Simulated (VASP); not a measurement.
Li2Se: relaxation of cell and atoms with PBEsol

Crystal: Li2Se.

```
Li Se
1.0
     0.00000    2.97237    2.97237
     2.97237    0.00000    2.97237
     2.97237    2.97237    0.00000
Li Se
2 1
Direct
  0.25000 0.25000 0.25000
  0.75000 0.75000 0.75000
  0.00000 0.00000 0.00000
```

```yaml
Program: VASP 6.6.1
Task: relaxation of cell and atoms
Functional: PBEsol
Potentials_or_basis: VASP PAW PBE potentials, release 64 (Li_sv, Se)
Cutoff: 750 eV
k_mesh: 6 × 6 × 6
Occupations: gaussian, width 0.01 eV
Spin: no spin polarisation
Target_pressure: 1 GPa
Dipole_correction: no
Further_INCAR_settings: ALGO = Normal; EDIFF = 1e-07; IBRION = 2; EDIFFG = -0.002; NSW = 100; ISIF = 3
```

```json
{"Relaxed volume": "17.06 Å³/atom", "Relaxed cell": "a = 4.167 Å, b = 4.167 Å, c = 4.167 Å, α = 60.00°, β = 60.00°, γ = 60.00°", "Space group after relaxing (to 0.05 Å)": "Fm-3m (No. 225)", "Energy change on relaxing (the enthalpy is what falls)": "+1.4 meV/atom", "Ionic steps": "3", "Pressure after relaxing": "1.0 GPa", "Band gap on the k mesh": "2.78 eV, indirect (least direct gap 3.48 eV)"}
```

Step by step:
```tsv
step	energy change (eV)	largest force (eV/Å)	pressure (GPa)	volume (Å³)
1	0.0000	0.0000	0.02	52.52
2	0.0015	0.0000	0.59	51.71
3	0.0042	0.0000	1.00	51.17
```

Final structure:
```yaml
crystal:
  lattice:
    - [0.00000, 2.94668, 2.94668]
    - [2.94668, 0.00000, 2.94668]
    - [2.94668, 2.94668, 0.00000]
  atoms:
    - { symbol: Li, position: [0.25000, 0.25000, 0.25000] }
    - { symbol: Li, position: [0.75000, 0.75000, 0.75000] }
    - { symbol: Se, position: [0.00000, 0.00000, 0.00000] }
```

Levels at points of the mesh, in eV from the valence-band top:
```csv
k point,band 2,band 3,band 4,band 5,band 6,band 7,band 8,band 9,band 10
"(0.00, 0.00, 0.00)",-43.90,-11.56,0.00,0.00,0.00,3.48,5.59,5.59,5.59
"(0.50, 0.00, 0.00)",-43.92,-11.15,-3.14,-0.57,-0.57,5.25,5.91,5.91,8.02
"(0.50, 0.50, 0.00)",-43.91,-11.03,-2.43,-1.57,-1.57,2.78,6.27,10.59,10.59
```

Wall time 32 s on 1 thread of Intel(R) Xeon(R) Platinum 8488C (Sapphire Rapids) (shared host), peak memory 0.24 GiB.

Caveat: the cell is relaxed towards a set pressure, so the enthalpy falls and the energy may rise; the PAW data sets were made with another functional, which shifts forces and pressure a little. A k mesh can miss the band edges.
